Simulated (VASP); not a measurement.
# AgOsC4N4 (P-43m) in VASP: a series of runs

AgOsC4N4 is run at these levels: PBE; tasks: single point.

Everything below comes from runs of VASP 6.6.1. Logs are shortened: lines on timing, memory, paths and dates and some standing lists are left out, and cuts for length are marked.

## (1) The cell of the first run

Symmetry: P-43m, No. 215, cubic system. Conventional cell: a = 5.978 Å, b = 5.978 Å, c = 5.978 Å, α = 90.00°, β = 90.00°, γ = 90.00°. Within 2.7 Å of Ag (site symmetry -43m) lie 4 C at 2.02 Å. Os (site symmetry -43m) has 4 N at 1.99 Å within 2.6 Å. C (site symmetry 3m) has 1 N at 1.17 Å within 1.6 Å. Within 1.6 Å of N (site symmetry 3m) lie 1 C at 1.17 Å.

## (2) Single point, PBE, collinear spin

The input, INCAR:

```
PREC     = Accurate       # precision mode
ENCUT    = 520            # plane-wave cutoff, eV
EDIFF    = 1E-7           # SCF threshold, eV
ISMEAR   = 0              # smearing method
SIGMA    = 0.1            # smearing width, eV
LREAL    = F              # projectors in reciprocal space
LASPH    = T              # aspherical terms in the spheres
NELM     = 150            # most SCF steps
ALGO     = Normal         # electronic algorithm
ISIF     = 2              # what is computed and relaxed
LWAVE    = F              # write WAVECAR
LCHARG   = F              # write CHGCAR
ISPIN    = 2              # spin polarisation
MAGMOM   = 0 1 0 0 0 0 0 0 0 0 # initial moments
LORBIT   = 11             # projections on sites
LMAXMIX  = 4              # l up to which the mixer works
GGA      = PE             # functional
NBANDS   = 42             # bands
```

The input, KPOINTS:

```
regular mesh
0
Gamma
  4 4 4
```

The input, POSCAR:

```
AgOsC4N4
1.0
    5.9778846900      0.0000000000      0.0000000000
    0.0000000000      5.9778846900      0.0000000000
    0.0000000000      0.0000000000      5.9778846900
Ag Os C N
1 1 4 4
Direct
    0.0000000000      0.0000000000      0.0000000000
    0.5000000000      0.5000000000      0.5000000000
    0.1952868500      0.1952868500      0.1952868500
    0.1952868500      0.8047131500      0.8047131500
    0.8047131500      0.1952868500      0.8047131500
    0.8047131500      0.8047131500      0.1952868500
    0.3082866500      0.3082866500      0.3082866500
    0.3082866500      0.6917133500      0.6917133500
    0.6917133500      0.3082866500      0.6917133500
    0.6917133500      0.6917133500      0.3082866500
```

Potentials or basis: VASP PAW PBE potentials, release 64 (Ag, Os, C, N).

Run with:

```bash
$ cat potpaw_PBE.64/Ag/POTCAR potpaw_PBE.64/Os/POTCAR potpaw_PBE.64/C/POTCAR potpaw_PBE.64/N/POTCAR > POTCAR
$ mpirun -np 1 vasp_std > vasp.out
```

OUTCAR:

```text
PREC = Accurate
   ENCUT = 520
   EDIFF = 1E-7
   ISMEAR = 0
   LREAL = F
   LASPH = T
   NELM = 150
   ISIF = 2
   ISPIN = 2
   LORBIT = 11
   GGA = PE

 ion  position               nearest neighbor table
   1  0.000  0.000  0.000-   3 2.02   4 2.02   5 2.02   6 2.02
   2  0.500  0.500  0.500-   7 1.99   8 1.99   9 1.99  10 1.99
   3  0.195  0.195  0.195-   7 1.17   1 2.02
   4  0.195  0.805  0.805-   8 1.17   1 2.02
   5  0.805  0.195  0.805-   9 1.17   1 2.02
   6  0.805  0.805  0.195-  10 1.17   1 2.02
   7  0.308  0.308  0.308-   3 1.17   2 1.99
   8  0.308  0.692  0.692-   4 1.17   2 1.99
   9  0.692  0.308  0.692-   5 1.17   2 1.99
  10  0.692  0.692  0.308-   6 1.17   2 1.99

  LATTYP: Found a simple cubic cell.
 ALAT       =     5.9778846900

  Lattice vectors:

 A1 = (   5.9778846900,   0.0000000000,   0.0000000000)
 A2 = (   0.0000000000,   5.9778846900,   0.0000000000)
 A3 = (   0.0000000000,   0.0000000000,   5.9778846900)

Analysis of symmetry for initial positions (statically):
=====================================================================
 Subroutine PRICEL returns:
 Original cell was already a primitive cell.

 Routine SETGRP: Setting up the symmetry group for a
 simple cubic supercell.

 Subroutine GETGRP returns: Found 24 space group operations
 (whereof 24 operations were pure point group operations)
 out of a pool of 48 trial point group operations.

The static configuration has the point symmetry T_d .

Analysis of symmetry for dynamics (positions and initial velocities):
=====================================================================
 Subroutine PRICEL returns:
 Original cell was already a primitive cell.

 Routine SETGRP: Setting up the symmetry group for a
 simple cubic supercell.

 Subroutine GETGRP returns: Found 24 space group operations
 (whereof 24 operations were pure point group operations)
 out of a pool of 48 trial point group operations.

The dynamic configuration has the point symmetry T_d .

Analysis of structural, dynamic, and magnetic symmetry:
=====================================================================
 Subroutine PRICEL returns:
 Original cell was already a primitive cell.

 Routine SETGRP: Setting up the symmetry group for a
 simple cubic supercell.

 Subroutine GETGRP returns: Found 24 space group operations
 (whereof 24 operations were pure point group operations)
 out of a pool of 48 trial point group operations.

The overall configuration has the point symmetry T_d .

 Subroutine INISYM returns: Found 24 space group operations
 (whereof 24 operations are pure point group operations),
 and found     1 'primitive' translations

----------------------------------------------------------------------------------------

                                     Primitive cell

  volume of cell :     213.6203

  direct lattice vectors                    reciprocal lattice vectors
     5.977884690  0.000000000  0.000000000     0.167283254  0.000000000  0.000000000
     0.000000000  5.977884690  0.000000000     0.000000000  0.167283254  0.000000000
     0.000000000  0.000000000  5.977884690     0.000000000  0.000000000  0.167283254

  length of vectors
     5.977884690  5.977884690  5.977884690     0.167283254  0.167283254  0.167283254

  position of ions in fractional coordinates (direct lattice)
     0.000000000  0.000000000  0.000000000
     0.500000000  0.500000000  0.500000000
     0.195286850  0.195286850  0.195286850
     0.195286850  0.804713150  0.804713150
     0.804713150  0.195286850  0.804713150
     0.804713150  0.804713150  0.195286850
     0.308286650  0.308286650  0.308286650
     0.308286650  0.691713350  0.691713350
     0.691713350  0.308286650  0.691713350
     0.691713350  0.691713350  0.308286650

  ion indices of the primitive-cell ions
   primitive index   ion index
                 1           1
                 2           2
[... 52 lines left out ...]
   ions per type =               1   1   4   4
   NGX,Y,Z   is equivalent  to a cutoff of  13.35, 13.35, 13.35 a.u.
   NGXF,Y,Z  is equivalent  to a cutoff of  26.70, 26.70, 26.70 a.u.
 SYSTEM =  unknown system
   PREC   = accura    normal or accurate (medium, high low for compatibility)
   ISTART =      0    job   : 0-new  1-cont  2-samecut
   ICHARG =      2    charge: 1-file 2-atom 10-const
   ISPIN  =      2    spin polarized calculation?
   LNONCOLLINEAR =      F non collinear calculations
   LSORBIT =      F    spin-orbit coupling
   LASPH  =      T    aspherical Exc in radial PAW
   ENCUT  =  520.0 eV  38.22 Ry    6.18 a.u.  11.11 11.11 11.11*2*pi/ulx,y,z
   NELM   =    150;   NELMIN=  2; NELMDL= -5     # of ELM steps
   EDIFF  = 0.1E-06   stopping-criterion for ELM
   LREAL  =      F    real-space projection
   EDIFFG = 0.1E-05   stopping-criterion for IOM
   NSW    =      0    number of steps for IOM
   IBRION =     -1    ionic relax: 0-MD 1-quasi-New 2-CG
   NFREE  =      0    steps in history (QN), initial steepest desc. (CG)
   ISIF   =      2    stress and relaxation
   ISYM   =      2    0-nonsym 1-usesym 2-fastsym
   POTIM  = 0.5000    time-step for ionic-motion
   TEBEG  =    0.0;   TEEND  =   0.0 temperature during run
   PSTRESS=    0.0 pullay stress
   NELECT =      55.0000    total number of electrons
   NUPDOWN=      -1.0000    fix difference up-down
   EMIN   =  10.00;   EMAX   =-10.00  energy-range for DOS
   EFERMI =   0.00;   METHOD = LEGACY
   ISMEAR =     0;   SIGMA  =   0.10  broadening in eV -4-tet -1-fermi 0-gaus
   EFERMI_NEDOS =   21; number of points for ismear=-14 and -15
   IALGO  =     38    algorithm
   IMIX   =      4    mixing-type and parameters
     AMIX     =   0.40;   BMIX     =  1.00
     AMIX_MAG =   1.60;   BMIX_MAG =  1.00
  volume/ion in A,a.u.               =      21.36       144.16
  Fermi-wavevector in a.u.,A,eV,Ry     =   1.041473  1.968099 14.757789  1.084667
  Thomas-Fermi vector in A             =   2.176096
   LORBIT       =     11    0 simple, 1 ext, 2 COOP (PROOUT), +10 PAW based schemes
   GGA     = PE    functional components
   LHFCALC =     F    Hartree Fock is set to
   AEXX    =    0.0000 exact exchange contribution
   IVDW    =     0    specifies the selected vdW correction
   LEPSILON=     F    determine dielectric tensor
   LRPA    =     F    only Hartree local field effects (RPA)
 spin polarized calculation
 Gauss-broadening in eV      SIGMA  =   0.10
  energy-cutoff  :      520.00
  volume of cell :      213.62
 maximum number of plane-waves:      5832
 NGX is ok and might be reduce to    48
   NGX = 23   NGY = 23   NGZ = 23

 number of electron      55.0000004 magnetization       0.9999969

 Free energy of the ion-electron system (eV)
  ---------------------------------------------------
  ext. energy  EPLUGINS =         0.00000000
  ---------------------------------------------------
  free energy    TOTEN  =       -74.84791488 eV

  energy without entropy =      -74.80054600  energy(sigma->0) =      -74.82423044

 E-fermi :  -0.2230     XC(G=0):  -7.3075

 val. band max:       -0.2252171790   @ k =   0.2500   0.2500   0.2500
 cond. band min:      -0.2217197839   @ k =   0.5000   0.5000   0.0000
 fundamental gap:      0.0034973951
 Fermi energy:        -0.2230093533

 spin component 1

 k-point     1 :       0.0000    0.0000    0.0000
  band No.  band energies     occupation
      1     -18.8176      1.00000
      2     -18.6832      1.00000
      3     -18.6832      1.00000
      4     -18.6832      1.00000
      5      -9.8061      1.00000
      6      -9.1319      1.00000
[... 409 lines left out ...]
     38       4.7798      0.00000
     39       5.4965      0.00000
 Fermi energy:        -0.2230093533

 spin component 2

 k-point     1 :       0.0000    0.0000    0.0000
  band No.  band energies     occupation
      1     -18.7839      1.00000
      2     -18.6505      1.00000
      3     -18.6505      1.00000
      4     -18.6505      1.00000
      5      -9.7018      1.00000
      6      -9.0013      1.00000
[... 409 lines left out ...]
     38       4.8574      0.00000
     39       5.8456      0.00000
 [bands above 39 left out]

------------------------ aborting loop because EDIFF is reached ----------------------------------------

  FORCE on cell =-STRESS in cart. coord.  units (eV):
  Direction    XX          YY          ZZ          XY          YZ          ZX
  --------------------------------------------------------------------------------------
  -------------------------------------------------------------------------------------
  Total        3.5131518      3.5131518      3.5131518     -0.0000000      0.0000000     -0.0000000
  in kB       26.3490460     26.3490460     26.3490460     -0.0000000      0.0000000     -0.0000000
  external PRESSURE =      26.3490460 kB  Pullay stress =       0.0000000 kB

 VOLUME and BASIS-vectors are now :
 -----------------------------------------------------------------------------
  energy-cutoff  :      520.00
  volume of cell :      213.62
      direct lattice vectors                 reciprocal lattice vectors
     5.977884690  0.000000000  0.000000000     0.167283254  0.000000000  0.000000000
     0.000000000  5.977884690  0.000000000     0.000000000  0.167283254  0.000000000
     0.000000000  0.000000000  5.977884690     0.000000000  0.000000000  0.167283254

 POSITION                                       TOTAL-FORCE (eV/Angst)
 -----------------------------------------------------------------------------------
      0.00000      0.00000      0.00000         0.000000     -0.000000      0.000000
      2.98894      2.98894      2.98894         0.000000     -0.000000      0.000000
      1.16740      1.16740      1.16740        -0.321489     -0.321489     -0.321489
      1.16740      4.81048      4.81048        -0.321489      0.321489      0.321489
      4.81048      1.16740      4.81048         0.321489     -0.321489      0.321489
      4.81048      4.81048      1.16740         0.321489      0.321489     -0.321489
      1.84290      1.84290      1.84290         1.614940      1.614940      1.614940
      1.84290      4.13498      4.13498         1.614940     -1.614940     -1.614940
      4.13498      1.84290      4.13498        -1.614940      1.614940     -1.614940
      4.13498      4.13498      1.84290        -1.614940     -1.614940      1.614940
 -----------------------------------------------------------------------------------
    total drift:                                0.000000      0.000000     -0.000000

  FREE ENERGIE OF THE ION-ELECTRON SYSTEM (eV)
  ---------------------------------------------------
  free  energy   TOTEN  =       -74.8479148833 eV

  energy  without entropy=      -74.8005460012  energy(sigma->0) =      -74.82423044

 total charge

# of ion       s       p       d       tot
------------------------------------------
    1        0.483   0.725   9.023  10.231
    2        0.546   0.630   5.966   7.143
    3        0.973   1.577   0.000   2.550
    4        0.973   1.577   0.000   2.550
    5        0.973   1.577   0.000   2.550
    6        0.973   1.577   0.000   2.550
    7        1.288   2.631   0.000   3.918
    8        1.288   2.631   0.000   3.918
    9        1.288   2.631   0.000   3.918
   10        1.288   2.631   0.000   3.918
--------------------------------------------------
tot         10.071  18.187  14.989  43.247

 magnetization (x)

# of ion       s       p       d       tot
------------------------------------------
    1       -0.000  -0.006  -0.008  -0.013
    2        0.008   0.070   0.617   0.695
    3        0.004   0.024   0.000   0.028
    4        0.004   0.024   0.000   0.028
    5        0.004   0.024   0.000   0.028
    6        0.004   0.024   0.000   0.028
    7        0.004  -0.004   0.000   0.001
    8        0.004  -0.004   0.000   0.001
    9        0.004  -0.004   0.000   0.001
   10        0.004  -0.004   0.000   0.001
--------------------------------------------------
tot          0.040   0.147   0.609   0.797
```

It took 3.8 min on 1 thread of Intel Xeon Platinum 8259CL at 2.50GHz (Skylake/Cascade Lake), shared host; peak memory 0.48 GiB.

Results:

```
Free energy                                           : -74.8479 eV
Pressure                                              : 2.6 GPa
Largest force                                         : 2.797 eV/Å
Band gap on the k mesh                                : zero (filled and empty bands overlap)
Net moment                                            : 1.00 μB per cell
Site moments                                          : Ag -0.01; Os +0.69; C +0.03; N +0.00 μB
Valence electrons inside the program's atomic spheres : Ag 10.23; Os 7.14; C 2.55; N 3.92
```

Forces in eV/Å, atoms in the order of the input:
```
Ag   0.000  0.000  0.000
Os   0.000  0.000  0.000
C   -0.321 -0.321 -0.321
C   -0.321  0.321  0.321
C    0.321 -0.321  0.321
C    0.321  0.321 -0.321
N    1.615  1.615  1.615
N    1.615 -1.615 -1.615
N   -1.615  1.615 -1.615
N   -1.615 -1.615  1.615
```

Caveat: spin-orbit coupling is left out, which moves the levels of the heavy elements; forces of over 1 eV/Å act on the atoms, so gaps and moduli don't describe the material at rest.

## (3) Single point, PBE, collinear spin

This run uses another cell than the first one, of 22.32 Å³/atom.

The input, INCAR:

```
PREC = Accurate
ENCUT = 520
EDIFF = 1E-6
ISMEAR = 0
SIGMA = 0.1
LREAL = False
LASPH = True
NELM = 150
ALGO = Normal
ISIF = 2
LWAVE = False
LCHARG = True
ISPIN = 2
MAGMOM = 0 1 0 0 0 0 0 0 0 0
LORBIT = 11
LMAXMIX = 4
GGA = PE
LELF = True
LVHAR = True
NBANDS = 42
```

KPOINTS is that of step 2.

The input, POSCAR:

```
AgOsC4N4
1.0
    6.0661641492      0.0000000000      0.0000000000
    0.0000000000      6.0661641492      0.0000000000
    0.0000000000      0.0000000000      6.0661641492
Ag Os C N
1 1 4 4
Direct
    0.0000000000      0.0000000000      0.0000000000
    0.5000000000      0.5000000000      0.5000000000
    0.2042770308      0.2042770308      0.2042770308
    0.2042770308      0.7957229692      0.7957229692
    0.7957229692      0.2042770308      0.7957229692
    0.7957229692      0.7957229692      0.2042770308
    0.3172316859      0.3172316859      0.3172316859
    0.3172316859      0.6827683141      0.6827683141
    0.6827683141      0.3172316859      0.6827683141
    0.6827683141      0.6827683141      0.3172316859
```

Potentials or basis: VASP PAW PBE potentials, release 64 (Ag, Os, C, N).

Run with:

```bash
$ cat potpaw_PBE.64/Ag/POTCAR potpaw_PBE.64/Os/POTCAR potpaw_PBE.64/C/POTCAR potpaw_PBE.64/N/POTCAR > POTCAR
$ mpirun -np 1 vasp_std > vasp.out
```

Run time: 3.6 min. Hardware: 1 thread of Intel Xeon Platinum 8259CL at 2.50GHz (Skylake/Cascade Lake), shared host; peak memory 0.49 GiB.

Results (log left out):

```
Free energy                                           : -75.3169 eV
Pressure                                              : 0.7 GPa
Largest force                                         : 0.230 eV/Å
Band gap on the k mesh                                : zero (filled and empty bands overlap)
Net moment                                            : 1.00 μB per cell
Site moments                                          : Ag -0.00; Os +0.61; C +0.04; N -0.00 μB
Valence electrons inside the program's atomic spheres : Ag 9.95; Os 7.45; C 2.49; N 3.92
```

Forces in eV/Å, atoms in the order of the input:
```
Ag   0.000  0.000  0.000
Os   0.000  0.000  0.000
C   -0.133 -0.133 -0.133
C   -0.133  0.133  0.133
C    0.133 -0.133  0.133
C    0.133  0.133 -0.133
N    0.043  0.043  0.043
N    0.043 -0.043 -0.043
N   -0.043  0.043 -0.043
N   -0.043 -0.043  0.043
```

Levels at points of the mesh, in eV from the Fermi level:
Spin up:
```tsv
k point	band 25	band 26	band 27	band 28	band 29	band 30	band 31	band 32
(0.00, 0.00, 0.00)	-1.80	-1.38	-1.38	-0.21	-0.20	-0.20	4.13	4.13
(0.50, 0.00, 0.00)	-1.97	-1.47	-1.07	0.03	0.19	0.19	3.54	3.54
(0.50, 0.50, 0.00)	-1.96	-1.42	-1.12	0.00	0.19	0.19	3.45	3.45
(0.50, 0.50, 0.50)	-1.78	-1.25	-1.25	-0.10	-0.10	-0.10	4.08	4.08
```
Spin down:
| k point | band 24 | band 25 | band 26 | band 27 | band 28 | band 29 | band 30 | band 31 |
| --- | --- | --- | --- | --- | --- | --- | --- | --- |
| (0.00, 0.00, 0.00) | -1.78 | -1.78 | -1.20 | -1.20 | 0.21 | 0.21 | 0.21 | 4.22 |
| (0.50, 0.00, 0.00) | -1.90 | -1.90 | -1.27 | -0.94 | 0.46 | 0.58 | 0.58 | 3.62 |
| (0.50, 0.50, 0.00) | -1.90 | -1.90 | -1.22 | -0.98 | 0.43 | 0.60 | 0.60 | 3.51 |
| (0.50, 0.50, 0.50) | -1.76 | -1.76 | -1.07 | -1.07 | 0.33 | 0.33 | 0.34 | 4.17 |

Caveat: spin-orbit coupling is left out, which moves the levels of the heavy elements.
